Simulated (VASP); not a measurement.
Write the native input for VASP 6.6.1 that does the following.

```
Task                   : single point
Functional             : PBE
Potentials or basis    : VASP PAW PBE potentials, release 64 (B, N)
Cutoff                 : 520 eV
k mesh                 : 12 × 12 × 4
Occupations            : gaussian, width 0.05 eV
Spin                   : no spin polarisation
Dipole correction      : no
Further INCAR settings : ALGO = Normal; EDIFF = 1e-07; NBANDS = 16
```

The structure of BN lies in POSCAR:

```
BN
1.0
    2.5121751215      0.0000000000      0.0000000000
   -1.2560875608      2.1756074740      0.0000000000
    0.0000000000      0.0000000000      8.3436910039
B N
2 2
Direct
    0.3333333333      0.6666666667      0.2500000000
    0.6666666667      0.3333333333      0.7500000000
    0.3467167873      0.6301023903      0.7500000000
    0.6666666667      0.3333333333      0.2500000000
```

This cell differs from its parent crystal: atom 3 (N) moved +0.113 Å along Cartesian [1 -1 0].

One way to write it, as run:

INCAR

```
PREC = Accurate ; ENCUT = 520
EDIFF = 1E-7 ; ISMEAR = 0
SIGMA = 0.05 ; LREAL = F
LASPH = T ; NELM = 80
ALGO = Normal ; ISIF = 2
LWAVE = F ; LCHARG = F
GGA = PE ; NBANDS = 16
```

KPOINTS

```
regular mesh
0
Gamma
  12 12 4
```

Potentials or basis: VASP PAW PBE potentials, release 64 (B, N).

The run is started by

```console
$ cat potpaw_PBE.64/B/POTCAR potpaw_PBE.64/N/POTCAR > POTCAR
$ mpirun -np 1 vasp_std > vasp.out
```

Results of the run:

- Pressure: 2.1 GPa
- Largest force: 5.193 eV/Å
- Band gap on the k mesh: 4.07 eV, indirect (least direct gap 4.48 eV)

Caveat: the cell differs from its parent crystal (atom 3 (N) moved +0.113 Å along Cartesian [1 -1 0]); this functional lacks dispersion, which binds the layers, so the pressure and a relaxed spacing across them are unreliable; forces of over 1 eV/Å act on the atoms, so gaps and moduli don't describe the material at rest.

Run time: 2.1 min on 1 thread of Intel(R) Xeon(R) Platinum 8259CL CPU @ 2.50GHz (Skylake/Cascade Lake), on a shared host, peak memory 0.26 GiB.
